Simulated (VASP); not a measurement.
Write the native input for VASP 6.6.1 that does the following.

| Item | Value |
| --- | --- |
| Task | molecular dynamics |
| Functional | PBE |
| Potentials or basis | VASP PAW PBE potentials, release 64 (Ru_pv, Lu, Br) |
| Cutoff | 520 eV |
| k mesh | 2 × 2 × 3 |
| Occupations | methfessel-paxton, width 0.15 eV |
| Spin | no spin polarisation |
| Dipole correction | no |
| Further INCAR settings | ALGO = Normal; EDIFF = 1e-05; ISYM = 0; IBRION = 0; POTIM = 1.5; NSW = 40 |

The structure of LuRu3Br2 lies in POSCAR:

```
LuRu3Br2
1.0
    6.8419810000     -0.8473920000      0.2714430000
    0.0382280000      7.0233110000      0.3038450000
    0.2095290000      1.5426360000      6.0773980000
Ru Lu Br
6 2 4
Direct
    0.1338190000      0.9421260000      0.0049020000
    0.7645450000      0.4880520000      0.6446710000
    0.1303460000      0.9389940000      0.5407840000
    0.7985080000      0.0615880000      0.7548890000
    0.8060570000      0.6259610000      0.0380350000
    0.9741740000      0.2500540000      0.1637650000
    0.3047960000      0.3911950000      0.7540000000
    0.4973440000      0.2380330000      0.2646350000
    0.5235280000      0.8086870000      0.6274070000
    0.8062200000      0.8564590000      0.3247610000
    0.4716890000      0.6862490000      0.2528890000
    0.0988390000      0.6088620000      0.3640970000
```

The input as run:

INCAR

```
  ALGO = Normal
  ANDERSEN_PROB = 0.0
  EDIFF = 1E-5
  ENCUT = 520
  GGA = PE
  IBRION = 0
  ISIF = 2
  ISMEAR = 1
  ISYM = 0
  KPAR = 4
  LASPH = T
  LCHARG = F
  LREAL = F
  LWAVE = F
  MDALGO = 1
  NELM = 100
  NELMIN = 4
  NSW = 40
  POTIM = 1.5
  PREC = Accurate
  RANDOM_SEED = 793124 0 0
  SIGMA = 0.15
  TEBEG = 100.0
  TEEND = 100.0
```

KPOINTS

```
k-points
0
Gamma
  2 2 3
```

Potentials or basis: VASP PAW PBE potentials, release 64 (Ru_pv, Lu, Br).

Launch:

```bash
$ cat potpaw_PBE.64/Ru_pv/POTCAR potpaw_PBE.64/Lu/POTCAR potpaw_PBE.64/Br/POTCAR > POTCAR
$ mpirun -np 4 vasp_std > vasp.out
```

It took 28 min on 4 MPI ranks on Intel(R) Xeon(R) Platinum 8259CL CPU @ 2.50GHz (Skylake/Cascade Lake), on a shared host, peak memory 0.76 GiB a rank.
